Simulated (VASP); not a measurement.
Input of a VASP 6.6.1 run:

The input INCAR:

```
SYSTEM = Ca
PREC = Accurate
ENCUT = 520
EDIFF = 1E-6
ISMEAR = 0
SIGMA = 0.1
LREAL = .False.
LASPH = .True.
NELM = 60
ALGO = Fast
ISIF = 2
LWAVE = .False.
LCHARG = .True.
GGA = PS
LELF = .True.
LVHAR = .True.
NBANDS = 11
```

File KPOINTS:

```
Automatic mesh
0
Gamma
  10 10 10
  0 0 0
```

File POSCAR:

```
Ca
1.0
    3.6113174969     -0.0102217631      0.0305257430
   -0.0102217631      3.5670813345      0.0353749753
    0.0305257430      0.0353749753      3.7461889510
Ca
1
Direct
    0.0000000000      0.0000000000      0.0000000000
```

Potentials or basis: VASP PAW PBE potentials, release 64 (Ca_sv).

Launch:

```sh
$ cat potpaw_PBE.64/Ca_sv/POTCAR > POTCAR
$ mpirun -np 1 vasp_std > vasp.out
```

Problem. Estimate the band gap on the k mesh.

Solution. Zero (bands 5 and 6 overlap by 1.26 eV).

Problem. Estimate the pressure.

Solution. -1.4 GPa.

Stress tensor (GPa, compression positive):
```
-1.18 -0.04  0.11
-0.04 -0.59  0.13
 0.11  0.13 -2.36
```

Caveat: the cell differs from its parent crystal (the cell strained at random); the PAW data sets were made with another functional, which shifts forces and pressure a little.
